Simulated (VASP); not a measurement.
# Hg2Te3 (P-3m1) in VASP: notebook

Runs on Hg2Te3. Level: PBE. Tasks: single point, relaxation of cell and atoms.

All numbers are computed with VASP 6.6.1; they aren't measurements. Logs are shortened: lines on timing, memory, paths and dates and some standing lists are left out, and cuts for length are marked.

## 1. The cell of the first run

The structure is trigonal, space group P-3m1 (No. 164). The conventional cell has a = 4.251 Å, b = 4.251 Å, c = 9.472 Å, α = 90.00°, β = 90.00°, γ = 120.00°. Within 4.4 Å of Hg (site symmetry 3m) lie 7 Te at 3.02 to 4.09 Å and 9 Hg at 4.25 to 4.37 Å. Te (site symmetry -3m) has 6 Hg at 3.05 Å within 4.0 Å. Within 4.4 Å of Te (site symmetry 3m) lie 4 Hg at 3.02 to 4.09 Å and 12 Te at 3.38 to 4.33 Å.

## 2. Single point, PBE

INCAR

```
PREC = Accurate
ENCUT = 520
EDIFF = 1E-7
ISMEAR = 0
SIGMA = 0.1
LREAL = F
LASPH = T
NELM = 80
ALGO = Normal
ISIF = 2
LWAVE = F
LCHARG = F
GGA = PE
NBANDS = 29
```

KPOINTS

```
regular mesh
0
Gamma
  6 6 4
```

POSCAR

```
Hg2Te3
1.0
    4.2510614559      0.0000000000      0.0000000000
   -2.1255307280      3.6815272139      0.0000000000
    0.0000000000      0.0000000000      9.4718394293
Hg Te
2 3
Direct
    0.3333333333      0.6666666667      0.1910986912
    0.6666666667      0.3333333333      0.8089013088
    0.0000000000      0.0000000000      0.0000000000
    0.3333333333      0.6666666667      0.6228433503
    0.6666666667      0.3333333333      0.3771566497
```

Potentials or basis: VASP PAW PBE potentials, release 64 (Hg, Te).

Launch:

```bash
> cat potpaw_PBE.64/Hg/POTCAR potpaw_PBE.64/Te/POTCAR > POTCAR
> mpirun -np 1 vasp_std > vasp.out
```

OUTCAR:

```text
PREC = Accurate
   ENCUT = 520
   EDIFF = 1E-7
   ISMEAR = 0
   LREAL = F
   LASPH = T
   NELM = 80
   ISIF = 2
   GGA = PE

 ion  position               nearest neighbor table
   1  0.333  0.667  0.191-   5 3.02   5 3.02   5 3.02   3 3.05   3 3.05   3 3.05
   2  0.667  0.333  0.809-   4 3.02   4 3.02   4 3.02   3 3.05   3 3.05   3 3.05
   3  0.000  0.000  0.000-   1 3.05   2 3.05   2 3.05   1 3.05   2 3.05   1 3.05
   4  0.333  0.667  0.623-   2 3.02   2 3.02   2 3.02   5 3.38   5 3.38   5 3.38
   5  0.667  0.333  0.377-   1 3.02   1 3.02   1 3.02   4 3.38   4 3.38   4 3.38

  LATTYP: Found a hexagonal cell.
 ALAT       =     4.2510614559
 C/A-ratio  =     2.2281116205

  Lattice vectors:

 A1 = (   4.2510614559,   0.0000000000,   0.0000000000)
 A2 = (  -2.1255307280,   3.6815272139,   0.0000000000)
 A3 = (   0.0000000000,   0.0000000000,   9.4718394293)

Analysis of symmetry for initial positions (statically):
=====================================================================
 Subroutine PRICEL returns:
 Original cell was already a primitive cell.

 Routine SETGRP: Setting up the symmetry group for a
 hexagonal supercell.

 Subroutine GETGRP returns: Found 12 space group operations
 (whereof 12 operations were pure point group operations)
 out of a pool of 24 trial point group operations.

The static configuration has the point symmetry D_3d.

Analysis of symmetry for dynamics (positions and initial velocities):
=====================================================================
 Subroutine PRICEL returns:
 Original cell was already a primitive cell.

 Routine SETGRP: Setting up the symmetry group for a
 hexagonal supercell.

 Subroutine GETGRP returns: Found 12 space group operations
 (whereof 12 operations were pure point group operations)
 out of a pool of 24 trial point group operations.

The dynamic configuration has the point symmetry D_3d.

 Subroutine INISYM returns: Found 12 space group operations
 (whereof 12 operations are pure point group operations),
 and found     1 'primitive' translations

----------------------------------------------------------------------------------------

                                     Primitive cell

  volume of cell :     148.2381

  direct lattice vectors                    reciprocal lattice vectors
     4.251061456  0.000000000  0.000000000     0.235235367  0.135813202  0.000000000
    -2.125530728  3.681527214  0.000000000     0.000000000  0.271626404  0.000000000
[... 90 lines left out ...]
   EDIFF  = 0.1E-06   stopping-criterion for ELM
   LREAL  =      F    real-space projection
   EDIFFG = 0.1E-05   stopping-criterion for IOM
   NSW    =      0    number of steps for IOM
   IBRION =     -1    ionic relax: 0-MD 1-quasi-New 2-CG
   NFREE  =      0    steps in history (QN), initial steepest desc. (CG)
   ISIF   =      2    stress and relaxation
   ISYM   =      2    0-nonsym 1-usesym 2-fastsym
   POTIM  = 0.5000    time-step for ionic-motion
   TEBEG  =    0.0;   TEEND  =   0.0 temperature during run
   PSTRESS=    0.0 pullay stress
   NELECT =      42.0000    total number of electrons
   NUPDOWN=      -1.0000    fix difference up-down
   EMIN   =  10.00;   EMAX   =-10.00  energy-range for DOS
   EFERMI =   0.00;   METHOD = LEGACY
   ISMEAR =     0;   SIGMA  =   0.10  broadening in eV -4-tet -1-fermi 0-gaus
   EFERMI_NEDOS =   21; number of points for ismear=-14 and -15
   IALGO  =     38    algorithm
   IMIX   =      4    mixing-type and parameters
     AMIX     =   0.40;   BMIX     =  1.00
     AMIX_MAG =   1.60;   BMIX_MAG =  1.00
  volume/ion in A,a.u.               =      29.65       200.07
  Fermi-wavevector in a.u.,A,eV,Ry     =   1.075238  2.031906 15.730201  1.156137
  Thomas-Fermi vector in A             =   2.211089
   LORBIT       =      0    0 simple, 1 ext, 2 COOP (PROOUT), +10 PAW based schemes
   GGA     = PE    functional components
   LHFCALC =     F    Hartree Fock is set to
   AEXX    =    0.0000 exact exchange contribution
   IVDW    =     0    specifies the selected vdW correction
   LEPSILON=     F    determine dielectric tensor
   LRPA    =     F    only Hartree local field effects (RPA)
 non-spin polarized calculation
 Gauss-broadening in eV      SIGMA  =   0.10
  energy-cutoff  :      520.00
  volume of cell :      148.24
 maximum number of plane-waves:      4025
   NGX = 15   NGY = 15   NGZ = 35

 number of electron      41.9999998 magnetization

 Free energy of the ion-electron system (eV)
  ---------------------------------------------------
  ext. energy  EPLUGINS =         0.00000000
  ---------------------------------------------------
  free energy    TOTEN  =        -9.37074302 eV

  energy without entropy =       -9.35603316  energy(sigma->0) =       -9.36338809

 E-fermi :   4.7090     XC(G=0):  -9.6859

 val. band max:        4.6386537625   @ k =   0.3333  -0.0000   0.0000
 cond. band min:       4.7433465140   @ k =  -0.1667   0.5000   0.2500
 fundamental gap:      0.1046927515
 Fermi energy:         4.7090269079

 k-point     1 :       0.0000    0.0000    0.0000
  band No.  band energies     occupation
      1      -7.6642      2.00000
      2      -6.7345      2.00000
      3      -6.0128      2.00000
      4      -2.3666      2.00000
      5      -2.3666      2.00000
      6      -2.2246      2.00000
[... 757 lines left out ...]
     28      10.4090      0.00000
     29      11.4390      0.00000

------------------------ aborting loop because EDIFF is reached ----------------------------------------

  FORCE on cell =-STRESS in cart. coord.  units (eV):
  Direction    XX          YY          ZZ          XY          YZ          ZX
  --------------------------------------------------------------------------------------
  -------------------------------------------------------------------------------------
  Total        0.0284148      0.0284148     -0.0882756     -0.0000000     -0.0000000      0.0000000
  in kB        0.3071110      0.3071110     -0.9540950     -0.0000000     -0.0000000      0.0000000
  external PRESSURE =      -0.1132910 kB  Pullay stress =       0.0000000 kB

 VOLUME and BASIS-vectors are now :
 -----------------------------------------------------------------------------
  energy-cutoff  :      520.00
  volume of cell :      148.24
      direct lattice vectors                 reciprocal lattice vectors
     4.251061456  0.000000000  0.000000000     0.235235367  0.135813202  0.000000000
    -2.125530728  3.681527214  0.000000000     0.000000000  0.271626404  0.000000000
     0.000000000  0.000000000  9.471839429     0.000000000  0.000000000  0.105576114

 POSITION                                       TOTAL-FORCE (eV/Angst)
 -----------------------------------------------------------------------------------
     -0.00000      2.45435      1.81006         0.000000     -0.000000      0.025936
      2.12553      1.22718      7.66178        -0.000000      0.000000     -0.025936
      0.00000      0.00000      0.00000        -0.000000      0.000000      0.000000
     -0.00000      2.45435      5.89947         0.000000      0.000000     -0.048593
      2.12553      1.22718      3.57237        -0.000000      0.000000      0.048593
 -----------------------------------------------------------------------------------
    total drift:                               -0.000000      0.000000     -0.000000

  FREE ENERGIE OF THE ION-ELECTRON SYSTEM (eV)
  ---------------------------------------------------
  free  energy   TOTEN  =        -9.3707430208 eV

  energy  without entropy=       -9.3560331582  energy(sigma->0) =       -9.36338809
```

OSZICAR:

```text
N       E                     dE             d eps       ncg     rms          rms(c)
DAV:   1     0.257184145767E+03    0.25718E+03   -0.17959E+04  1392   0.125E+03
DAV:   2     0.455695983056E+01   -0.25263E+03   -0.24341E+03  1540   0.280E+02
DAV:   3    -0.959721442881E+01   -0.14154E+02   -0.13995E+02  1693   0.637E+01
DAV:   4    -0.977377643631E+01   -0.17656E+00   -0.17616E+00  1674   0.660E+00
DAV:   5    -0.977668317881E+01   -0.29067E-02   -0.29066E-02  1621   0.866E-01    0.114E+01
DAV:   6    -0.937013030669E+01    0.40655E+00   -0.12583E+00  1505   0.106E+01    0.871E+00
DAV:   7    -0.937507413134E+01   -0.49438E-02   -0.31387E-01  1517   0.261E+00    0.267E+00
DAV:   8    -0.937136556772E+01    0.37086E-02   -0.66048E-02  1567   0.135E+00    0.535E-01
DAV:   9    -0.937060588647E+01    0.75968E-03   -0.71689E-03  1533   0.324E-01    0.264E-01
DAV:  10    -0.937074223081E+01   -0.13634E-03   -0.11872E-03  1613   0.228E-01    0.104E-01
DAV:  11    -0.937074299214E+01   -0.76133E-06   -0.52463E-05  1625   0.486E-02    0.104E-01
DAV:  12    -0.937074571586E+01   -0.27237E-05   -0.16095E-05  1548   0.271E-02    0.285E-02
DAV:  13    -0.937074353531E+01    0.21805E-05   -0.26470E-05  1598   0.393E-02    0.350E-02
DAV:  14    -0.937074344752E+01    0.87789E-07   -0.22564E-06  1572   0.933E-03    0.289E-02
DAV:  15    -0.937074375418E+01   -0.30666E-06   -0.14360E-07  1071   0.211E-03    0.408E-02
DAV:  16    -0.937074308731E+01    0.66687E-06   -0.38194E-06  1472   0.117E-02    0.868E-03
DAV:  17    -0.937074302083E+01    0.66473E-07   -0.39121E-07  1467   0.335E-03
   1 F= -.93707430E+01 E0= -.93633881E+01  d E =-.147099E-01
```

Run time: 2 min. Hardware: 1 thread of Intel Xeon 6975P-C (Granite Rapids), shared host; peak memory 0.3 GiB.

What came out:

| Property | Result |
| --- | --- |
| Free energy | -9.3707 eV |
| Pressure | 0.0 GPa |
| Largest force | 0.049 eV/Å |
| Band gap on the k mesh | zero (bands 21 and 22 overlap by 1.93 eV) |

Forces on the atoms (eV/Å):
```
Hg   0.000  0.000  0.026
Hg   0.000  0.000 -0.026
Te   0.000  0.000  0.000
Te   0.000  0.000 -0.049
Te   0.000  0.000  0.049
```

Stress tensor (GPa, compression positive):
```
 0.03  0.00  0.00
 0.00  0.03  0.00
 0.00  0.00 -0.10
```

Levels at points of the mesh, in eV from the Fermi level:
```tsv
k point	band 18	band 19	band 20	band 21	band 22	band 23	band 24	band 25
(0.00, 0.00, 0.00)	-0.43	-0.43	-0.13	0.46	0.46	0.55	3.38	3.81
(0.50, 0.00, 0.00)	-1.46	-1.24	-0.96	-0.95	-0.66	-0.30	2.62	3.46
(0.00, 0.00, 0.50)	-1.04	-0.08	-0.08	0.26	0.26	1.99	2.62	3.77
(0.50, 0.00, 0.50)	-2.82	-1.98	-1.75	0.58	0.58	0.69	1.22	3.30
```

Caveat: spin-orbit coupling is left out, which moves the levels of the heavy elements.

## 3. Relaxation of cell and atoms, PBE

This run uses another cell than the first one, of 29.11 Å³/atom.

INCAR

```
  PREC = Accurate
  ENCUT = 600
  EDIFF = 1E-6
  ISMEAR = 0
  SIGMA = 0.1
  LREAL = False
  LASPH = True
  NELM = 100
  ALGO = Normal
  ISIF = 3
  LWAVE = False
  LCHARG = False
  GGA = PE
  IBRION = 2
  NSW = 90
  EDIFFG = -0.04
```

KPOINTS is that of step 2.

POSCAR

```
Hg2Te3
1.0
    4.7622758097      0.0000000000      0.0000000000
   -2.3811379049      4.1242518310      0.0000000000
    0.0000000000      0.0000000000      7.4093275923
Hg Te
2 3
Direct
    0.3333333333      0.6666666667      0.2450000000
    0.6666666667      0.3333333333      0.7550000000
    0.0000000000      0.0000000000      0.0000000000
    0.3333333333      0.6666666667      0.6450000000
    0.6666666667      0.3333333333      0.3550000000
```

Potentials or basis: VASP PAW PBE potentials, release 64 (Hg, Te).

Launch:

```bash
> cat potpaw_PBE.64/Hg/POTCAR potpaw_PBE.64/Te/POTCAR > POTCAR
> mpirun -np 1 vasp_std > vasp.out
```

Wall time 36 min (1 thread of Intel Xeon 6975P-C (Granite Rapids), shared host); peak memory 0.38 GiB.

It converged, with:

| Property | Result |
| --- | --- |
| Free energy | -9.3676 eV |
| Relaxed volume | 29.62 Å³/atom |
| Relaxed cell | a = 4.248 Å, b = 4.248 Å, c = 9.478 Å, α = 90.00°, β = 90.00°, γ = 120.00° |
| Space group after relaxing (to 0.1 Å) | P-3m1 (No. 164) |
| Energy gained by relaxing | 272.8 meV/atom |
| Ionic steps | 29 |
| Pressure after relaxing | 0.0 GPa |
| Largest force after relaxing | 0.017 eV/Å |
| Band gap on the k mesh | zero (bands 21 and 22 overlap by 1.90 eV) |

Forces on the atoms (eV/Å):
```
Hg   0.000  0.000 -0.016
Hg   0.000  0.000  0.016
Te   0.000  0.000  0.000
Te   0.000  0.000  0.017
Te   0.000  0.000 -0.017
```

Stress tensor (GPa, compression positive):
```
 0.05  0.00  0.00
 0.00  0.05  0.00
 0.00  0.00 -0.05
```

Step by step:
```
step  energy change (eV)  largest force (eV/Å)  pressure (GPa)  volume (Å³)
   1              0.0000                1.0289            5.38       145.53
   2             -0.2947                0.3899           -1.50       167.08
   3             -0.3085                0.4801           -0.57       162.73
   4             -0.3778                0.5009           -0.47       161.98
   5             -0.6014                0.5662            0.00       159.38
   6             -0.9812                0.7334            1.65       152.73
   7             -0.1830                1.2371           11.80       134.58
   8             -1.0152                0.9032            3.34       148.16
   9             -1.0430                0.8263            2.96       149.01
  10             -1.0903                0.5836            1.93       151.46
  11             -1.0954                0.4763            1.48       152.56
  12             -1.1081                0.4570            1.22       153.25
  13             -1.1353                0.4096            0.51       155.32
  14             -1.1434                0.3421           -0.84       159.38
  15             -1.1472                0.3628           -0.41       157.96
  16             -1.1544                0.3692           -0.40       157.60
  17             -1.1763                0.3884           -0.37       156.55
  18             -1.2190                0.4160           -0.26       154.44
  19             -1.2678                0.3090            0.34       150.22
  20             -1.2879                0.3071            0.10       150.35
  21             -1.3096                0.3150           -0.31       150.65
  22             -1.3348                0.2670           -0.10       149.46
  23             -1.3577                0.1540            0.36       147.23
  24             -1.3582                0.1300            0.45       146.79
  25             -1.3613                0.0641           -0.17       148.88
  26             -1.3616                0.0766           -0.13       148.44
  27             -1.3616                0.0798           -0.09       148.34
  28             -1.3631                0.0496           -0.04       148.23
  29             -1.3639                0.0174            0.01       148.11
```

Final structure:
```cif
data_structure
_symmetry_space_group_name_H-M 'P 1'
_symmetry_Int_Tables_number 1
_cell_length_a 4.2477
_cell_length_b 4.2477
_cell_length_c 9.4785
_cell_angle_alpha 90.000
_cell_angle_beta 90.000
_cell_angle_gamma 120.000
_cell_volume 148.11
loop_
_atom_site_label
_atom_site_type_symbol
_atom_site_fract_x
_atom_site_fract_y
_atom_site_fract_z
_atom_site_occupancy
Hg1 Hg 0.33333 0.66667 0.19204 1
Hg2 Hg 0.66667 0.33333 0.80796 1
Te1 Te 0.00000 0.00000 0.00000 1
Te2 Te 0.33333 0.66667 0.62103 1
Te3 Te 0.66667 0.33333 0.37897 1
```

Levels at points of the mesh, in eV from the Fermi level:
```
           k point  band 18  band 19  band 20  band 21  band 22  band 23  band 24  band 25
(0.00, 0.00, 0.00)    -0.40    -0.40    -0.17     0.45     0.45     0.54     3.40     3.84
(0.50, 0.00, 0.00)    -1.45    -1.27    -0.98    -0.95    -0.68    -0.28     2.62     3.42
(0.00, 0.00, 0.50)    -1.08    -0.07    -0.07     0.26     0.26     1.96     2.61     3.82
(0.50, 0.00, 0.50)    -2.82    -2.04    -1.71     0.57     0.59     0.71     1.19     3.28
```

Caveat: a cell axis changed by over 15 % at a fixed basis, so the end point is rough; spin-orbit coupling is left out, which moves the levels of the heavy elements.
